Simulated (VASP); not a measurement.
# Ge (P6/mmm) in VASP: notebook

Ge is run at these levels: LDA; tasks: single point.

Everything below comes from runs of VASP 6.6.1. Logs are shortened: lines on timing, memory, paths and dates and some standing lists are left out, and cuts for length are marked.

### Step 1. The cell of the first run

It takes space group P6/mmm (No. 191, hexagonal). The conventional cell has a = 3.981 Å, b = 3.981 Å, c = 2.343 Å, α = 90.00°, β = 90.00°, γ = 120.00°. Within 3.1 Å of Ge (site symmetry 6/mmm) lie 14 Ge at 2.34 to 2.58 Å. Within 3.0 Å of Ge (site symmetry -6m2) lie 11 Ge at 2.30 to 2.58 Å.

### Step 2. Single point, LDA

Input file INCAR:

```
PREC = Accurate ; ENCUT = 520
EDIFF = 1E-6 ; ISMEAR = -1
SIGMA = 0.08 ; LREAL = False
LASPH = True ; NELM = 60
ALGO = Normal ; ISIF = 2
LWAVE = False ; LCHARG = False
GGA = CA ; NBANDS = 28
```

Input file KPOINTS:

```
Automatic mesh
0
Gamma
  9 9 13
```

Input file POSCAR:

```
Ge
1.0
    3.9813274469      0.0000000000      0.0000000000
   -1.9906637234      3.4479307098      0.0000000000
    0.0000000000      0.0000000000      2.3428635909
Ge
3
Direct
    0.0000000000      0.0000000000      0.0000000000
    0.3333333333      0.6666666667      0.5000000000
    0.6666666667      0.3333333333      0.5000000000
```

Potentials or basis: VASP PAW LDA potentials, release 64 (Ge_d).

The run is started by

```bash
$ cat potpaw_LDA.64/Ge_d/POTCAR > POTCAR
$ mpirun -np 1 vasp_std > vasp.out
```

OUTCAR:

```text
PREC = Accurate
   ENCUT = 520
   EDIFF = 1E-6
   ISMEAR = -1
   LREAL = False
   LASPH = True
   NELM = 60
   ISIF = 2
   GGA = CA

 ion  position               nearest neighbor table
   1  0.000  0.000  0.000-   2 2.58   3 2.58   2 2.58   3 2.58   2 2.58   2 2.58   3 2.58   3 2.58
                             3 2.58   3 2.58   2 2.58   2 2.58
   2  0.333  0.667  0.500-   3 2.30   3 2.30   3 2.30   1 2.58   1 2.58   1 2.58   1 2.58   1 2.58
                             1 2.58
   3  0.667  0.333  0.500-   2 2.30   2 2.30   2 2.30   1 2.58   1 2.58   1 2.58   1 2.58   1 2.58
                             1 2.58

  LATTYP: Found a hexagonal cell.
 ALAT       =     3.9813274469
 C/A-ratio  =     0.5884629240

  Lattice vectors:

 A1 = (   3.9813274469,   0.0000000000,   0.0000000000)
 A2 = (  -1.9906637234,   3.4479307098,   0.0000000000)
 A3 = (   0.0000000000,   0.0000000000,   2.3428635909)

Analysis of symmetry for initial positions (statically):
=====================================================================
 Subroutine PRICEL returns:
 Original cell was already a primitive cell.

 Routine SETGRP: Setting up the symmetry group for a
 hexagonal supercell.

 Subroutine GETGRP returns: Found 24 space group operations
 (whereof 24 operations were pure point group operations)
 out of a pool of 24 trial point group operations.

The static configuration has the point symmetry D_6h.

Analysis of symmetry for dynamics (positions and initial velocities):
=====================================================================
 Subroutine PRICEL returns:
 Original cell was already a primitive cell.

 Routine SETGRP: Setting up the symmetry group for a
 hexagonal supercell.

 Subroutine GETGRP returns: Found 24 space group operations
 (whereof 24 operations were pure point group operations)
 out of a pool of 24 trial point group operations.

The dynamic configuration has the point symmetry D_6h.

 Subroutine INISYM returns: Found 24 space group operations
 (whereof 24 operations are pure point group operations),
 and found     1 'primitive' translations

----------------------------------------------------------------------------------------

                                     Primitive cell

  volume of cell :      32.1613

  direct lattice vectors                    reciprocal lattice vectors
     3.981327447  0.000000000  0.000000000     0.251172508  0.145014515  0.000000000
    -1.990663723  3.447930710  0.000000000     0.000000000  0.290029030  0.000000000
     0.000000000  0.000000000  2.342863591     0.000000000  0.000000000  0.426828094

  length of vectors
     3.981327447  3.981327447  2.342863591     0.290029030  0.290029030  0.426828094

  position of ions in fractional coordinates (direct lattice)
     0.000000000  0.000000000  0.000000000
     0.333333333  0.666666667  0.500000000
     0.666666667  0.333333333  0.500000000

  ion indices of the primitive-cell ions
   primitive index   ion index
                 1           1
                 2           2
                 3           3

----------------------------------------------------------------------------------------

 KPOINTS: Automatic mesh

Automatic generation of k-mesh.
 Grid dimensions read from file:
 generate k-points for:    9    9   13

 Generating k-lattice:

  Cartesian coordinates                     Fractional coordinates (reciprocal lattice)
     0.027908056  0.016112724  0.000000000     0.111111111  0.000000000  0.000000000
     0.000000000  0.032225448  0.000000000     0.000000000  0.111111111  0.000000000
     0.000000000  0.000000000  0.032832930     0.000000000  0.000000000  0.076923077

  Length of vectors
     0.032225448  0.032225448  0.032832930

  Shift w.r.t. Gamma in fractional coordinates (k-lattice)
     0.000000000  0.000000000  0.000000000

 Subroutine IBZKPT returns following result:
 ===========================================

 Found     84 irreducible k-points:

 Following reciprocal coordinates:
            Coordinates               Weight
  0.000000  0.000000  0.000000      1.000000
  0.111111  0.000000  0.000000      6.000000
  0.222222  0.000000  0.000000      6.000000
  0.333333  0.000000  0.000000      6.000000
  0.444444  0.000000  0.000000      6.000000
  0.111111  0.111111  0.000000      6.000000
[... 16 lines left out ...]
  0.333333  0.222222  0.076923     24.000000
  0.333333  0.333333  0.076923      4.000000
 [... further k-points ...]
   k-points           NKPTS =     84   k-points in BZ     NKDIM =     84   number of bands    NBANDS=     28
   number of dos      NEDOS =    301   number of ions     NIONS =      3
   total plane-waves  NPLWV =  16200
   dimension x,y,z NGX =    30 NGY =   30 NGZ =   18
   dimension x,y,z NGXF=    60 NGYF=   60 NGZF=   36
   ions per type =               3
   NGX,Y,Z   is equivalent  to a cutoff of  12.53, 12.53, 12.77 a.u.
   NGXF,Y,Z  is equivalent  to a cutoff of  25.05, 25.05, 25.55 a.u.
 SYSTEM =  unknown system
   PREC   = accura    normal or accurate (medium, high low for compatibility)
   ISTART =      0    job   : 0-new  1-cont  2-samecut
   ICHARG =      2    charge: 1-file 2-atom 10-const
   ISPIN  =      1    spin polarized calculation?
   LNONCOLLINEAR =      F non collinear calculations
   LSORBIT =      F    spin-orbit coupling
   LASPH  =      T    aspherical Exc in radial PAW
   ENCUT  =  520.0 eV  38.22 Ry    6.18 a.u.   7.40  7.40  4.36*2*pi/ulx,y,z
   NELM   =     60;   NELMIN=  2; NELMDL= -5     # of ELM steps
   EDIFF  = 0.1E-05   stopping-criterion for ELM
   LREAL  =      F    real-space projection
[... 7 lines left out ...]
   TEBEG  =    0.0;   TEEND  =   0.0 temperature during run
   PSTRESS=    0.0 pullay stress
   NELECT =      42.0000    total number of electrons
   NUPDOWN=      -1.0000    fix difference up-down
   EMIN   =  10.00;   EMAX   =-10.00  energy-range for DOS
   EFERMI =   0.00;   METHOD = LEGACY
   ISMEAR =    -1;   SIGMA  =   0.08  broadening in eV -4-tet -1-fermi 0-gaus
   EFERMI_NEDOS =   21; number of points for ismear=-14 and -15
   IALGO  =     38    algorithm
   IMIX   =      4    mixing-type and parameters
     AMIX     =   0.40;   BMIX     =  1.00
     AMIX_MAG =   1.60;   BMIX_MAG =  1.00
  volume/ion in A,a.u.               =      10.72        72.35
  Fermi-wavevector in a.u.,A,eV,Ry     =   1.789425  3.381523 43.566414  3.202041
  Thomas-Fermi vector in A             =   2.852401
   LORBIT       =      0    0 simple, 1 ext, 2 COOP (PROOUT), +10 PAW based schemes
   GGA     = CA    functional components
   LHFCALC =     F    Hartree Fock is set to
   AEXX    =    0.0000 exact exchange contribution
   IVDW    =     0    specifies the selected vdW correction
   LEPSILON=     F    determine dielectric tensor
   LRPA    =     F    only Hartree local field effects (RPA)
 non-spin polarized calculation
  energy-cutoff  :      520.00
  volume of cell :       32.16
 maximum number of plane-waves:       891
 NGX is ok and might be reduce to    30
   NGX = 15   NGY = 15   NGZ =  9

 number of electron      42.0000061 magnetization

 Free energy of the ion-electron system (eV)
  ---------------------------------------------------
  ext. energy  EPLUGINS =         0.00000000
  ---------------------------------------------------
  free energy    TOTEN  =        -9.19371324 eV

  energy without entropy =       -9.17554745  energy(sigma->0) =       -9.18463035

 E-fermi :  14.5441     XC(G=0): -14.7748

 val. band max:       14.5423678148   @ k =   0.3333   0.0000   0.0769
 cond. band min:      14.5531460141   @ k =   0.2222   0.2222   0.3846
 fundamental gap:      0.0107781993
 Fermi energy:        14.5441442777

 k-point     1 :       0.0000    0.0000    0.0000
  band No.  band energies     occupation
      1     -11.5612      2.00000
      2     -11.3245      2.00000
      3     -11.1873      2.00000
      4     -11.1145      2.00000
      5     -11.1145      2.00000
      6     -11.0673      2.00000
[... 20 lines left out ...]
     27      32.2814      0.00000
     28      32.4029      0.00000

 k-point     2 :       0.1111    0.0000    0.0000
  band No.  band energies     occupation
      1     -11.5512      2.00000
      2     -11.3306      2.00000
      3     -11.2130      2.00000
      4     -11.1457      2.00000
      5     -11.1319      2.00000
      6     -11.0942      2.00000
[... 20 lines left out ...]
     27      31.3316      0.00000
     28      31.7389      0.00000

 k-point     3 :       0.2222    0.0000    0.0000
  band No.  band energies     occupation
      1     -11.5232      2.00000
      2     -11.3514      2.00000
      3     -11.2728      2.00000
      4     -11.2071      2.00000
      5     -11.1899      2.00000
      6     -11.1139      2.00000
[... 20 lines left out ...]
     27      29.3466      0.00000
     28      30.8294      0.00000

 k-point     4 :       0.3333    0.0000    0.0000
  band No.  band energies     occupation
      1     -11.4825      2.00000
      2     -11.3905      2.00000
      3     -11.3338      2.00000
      4     -11.2515      2.00000
      5     -11.2201      2.00000
      6     -11.1318      2.00000
[... 20 lines left out ...]
     27      27.3418      0.00000
     28      30.1603      0.00000

 k-point     5 :       0.4444    0.0000    0.0000
  band No.  band energies     occupation
      1     -11.4395      2.00000
      2     -11.4228      2.00000
      3     -11.3801      2.00000
      4     -11.2729      2.00000
      5     -11.2336      2.00000
      6     -11.1435      2.00000
[... 20 lines left out ...]
     27      26.7802      0.00000
     28      28.5427      0.00000

 k-point     6 :       0.1111    0.1111    0.0000
  band No.  band energies     occupation
      1     -11.5323      2.00000
      2     -11.3437      2.00000
      3     -11.2506      2.00000
      4     -11.2047      2.00000
      5     -11.1684      2.00000
      6     -11.1127      2.00000
[... 463 lines left out ...]
      5     -11.2047      2.00000
      6     -11.1542      2.00000
[... 20 lines left out ...]
     27      26.4007      0.00000
     28      27.3257      0.00000

 k-point    22 :       0.2222    0.2222    0.0769
  band No.  band energies     occupation
      1     -11.4283      2.00000
      2     -11.3810      2.00000
      3     -11.3239      2.00000
      4     -11.2924      2.00000
      5     -11.1972      2.00000
      6     -11.1569      2.00000
[... 20 lines left out ...]
     27      26.0903      0.00000
     28      28.9627      0.00000

 k-point    23 :       0.3333    0.2222    0.0769
  band No.  band energies     occupation
      1     -11.4088      2.00000
      2     -11.3873      2.00000
      3     -11.3511      2.00000
      4     -11.3176      2.00000
      5     -11.2041      2.00000
      6     -11.1755      2.00000
[... 20 lines left out ...]
     27      25.1962      0.00000
     28      28.1349      0.00000

 k-point    24 :       0.3333    0.3333    0.0769
  band No.  band energies     occupation
      1     -11.4147      2.00000
      2     -11.3573      2.00000
      3     -11.3573      2.00000
      4     -11.3483      2.00000
      5     -11.1974      2.00000
      6     -11.1974      2.00000
[... 20 lines left out ...]
     27      24.1600      0.00000
     28      27.8172      0.00000

 [... further k-points ...]
[... 5 lines left out ...]
  --------------------------------------------------------------------------------------
  -------------------------------------------------------------------------------------
  Total       26.4296950     26.4296950     26.4319896      0.0000000      0.0000000      0.0000000
  in kB     1316.6468438   1316.6468438   1316.7611566      0.0000000      0.0000000      0.0000000
  external PRESSURE =    1316.6849480 kB  Pullay stress =       0.0000000 kB

 VOLUME and BASIS-vectors are now :
 -----------------------------------------------------------------------------
  energy-cutoff  :      520.00
  volume of cell :       32.16
      direct lattice vectors                 reciprocal lattice vectors
     3.981327447  0.000000000  0.000000000     0.251172508  0.145014515  0.000000000
    -1.990663723  3.447930710  0.000000000     0.000000000  0.290029030  0.000000000
     0.000000000  0.000000000  2.342863591     0.000000000  0.000000000  0.426828094

 POSITION                                       TOTAL-FORCE (eV/Angst)
 -----------------------------------------------------------------------------------
      0.00000      0.00000      0.00000        -0.000000      0.000000      0.000000
     -0.00000      2.29862      1.17143         0.000000     -0.000000      0.000000
      1.99066      1.14931      1.17143        -0.000000      0.000000     -0.000000
 -----------------------------------------------------------------------------------
    total drift:                               -0.000000      0.000000      0.000000

  FREE ENERGIE OF THE ION-ELECTRON SYSTEM (eV)
  ---------------------------------------------------
  free  energy   TOTEN  =        -9.1937132448 eV

  energy  without entropy=       -9.1755474517  energy(sigma->0) =       -9.18463035
```

Wall time 42 s (1 thread of Intel Xeon Platinum 8488C (Sapphire Rapids), shared host); peak memory 0.17 GiB.

Results:

```
Free energy            : -9.1937 eV
Pressure               : 131.7 GPa
Band gap on the k mesh : zero (band 21 reaches 18.68 eV, above the bottom of band 22 at 8.48 eV)
```

### Step 3. Single point, LDA

Input file INCAR:

```
PREC     = Accurate       # precision mode
ENCUT    = 520            # plane-wave cutoff, eV
EDIFF    = 1E-7           # SCF threshold, eV
ISMEAR   = -1             # smearing method
SIGMA    = 0.08           # smearing width, eV
LREAL    = False          # projectors in reciprocal space
LASPH    = True           # aspherical terms in the spheres
NELM     = 80             # most SCF steps
ALGO     = Normal         # electronic algorithm
ISIF     = 2              # what is computed and relaxed
LWAVE    = False          # write WAVECAR
LCHARG   = False          # write CHGCAR
NBANDS   = 28             # bands
```

KPOINTS is that of step 2.

Input file POSCAR:

```
Ge
1.0
    3.9818775808      0.0000000000      0.0000000000
   -1.9909387904      3.4484071398      0.0000000000
    0.0000000000      0.0000000000      2.3431483288
Ge
3
Direct
    0.0000000000      0.0000000000      0.0000000000
    0.3333333333      0.6666666667      0.5000000000
    0.6666666667      0.3333333333      0.5000000000
```

Potentials or basis: VASP PAW LDA potentials, release 64 (Ge_d).

The run is started by

```bash
$ cat potpaw_LDA.64/Ge_d/POTCAR > POTCAR
$ mpirun -np 1 vasp_std > vasp.out
```

Wall time 48 s (1 thread of Intel Xeon Platinum 8488C (Sapphire Rapids), shared host); peak memory 0.17 GiB.

Results (log left out):

```yaml
Free_energy: -9.2042 eV
Pressure: 131.2 GPa
Band_gap_on_the_k_mesh: zero (band 21 reaches 18.68 eV, above the bottom of band 22 at 8.47 eV)
```

Levels at points of the mesh, in eV from the Fermi level:
| k point | band 18 | band 19 | band 20 | band 21 | band 22 | band 23 | band 24 | band 25 |
| --- | --- | --- | --- | --- | --- | --- | --- | --- |
| (0.00, 0.00, 0.00) | -6.19 | -6.14 | -6.14 | -6.07 | -6.07 | 6.63 | 11.28 | 16.02 |
